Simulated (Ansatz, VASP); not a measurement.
One calculation of TaN, two programs

```xyz
4
Lattice="3.0500 0.0000 0.0000 -1.5250 2.6414 0.0000 0.0000 0.0000 5.0882" Properties=species:S:1:pos:R:3 pbc="T T T"
Ta    0.0000    1.7609    0.0000
Ta    1.5250    0.8805    2.5441
N     0.0000    1.7609    1.9590
N     1.5250    0.8805    4.5031
```

Change from the starting cell: strain +0.0300 x Voigt [0, 0, 1, 0, 0, 0], atoms carried along.

Alike in both runs: task single point; functional PBE; k mesh 18 × 18 × 10; occupations gaussian, width 0.15 eV; no spin polarisation.

```csv
,VASP,Ansatz
version,VASP 6.6.1,Ansatz 0.2.0
potentials or method,"VASP PAW PBE potentials, release 64 (Ta_pv, N), cutoff 520 eV","scalar-relativistic, plane waves, PAW"
valence electrons in the cell,32,36
```

Ansatz gave:

```
gap on the k mesh at the Fermi level (eV)                     : none
pressure (GPa)                                                : 118.8
traceless stress, the component that is largest in VASP (GPa) : -24.10
rms of the force components (eV/Å)                            : 2.063
```

Estimate VASP's values.

gap on the k mesh at the Fermi level (eV): none; pressure (GPa): 121.5; traceless stress, the component that is largest in VASP (GPa): -24.74; rms of the force components (eV/Å): 2.104.

Atom by atom the forces differ by 0.041 eV/Å (rms over components). A gap of «none» marks a metal or a gap that the smearing closes. Both programs put the cell under a high pressure, so it lies far from rest at this level. VASP's potentials hold 32 valence electrons a cell and Ansatz's 36, so a difference there can come from the potentials and not from the codes.

Neither program's run includes spin-orbit coupling. Noted on VASP's run: the cell as given lies far from equilibrium.
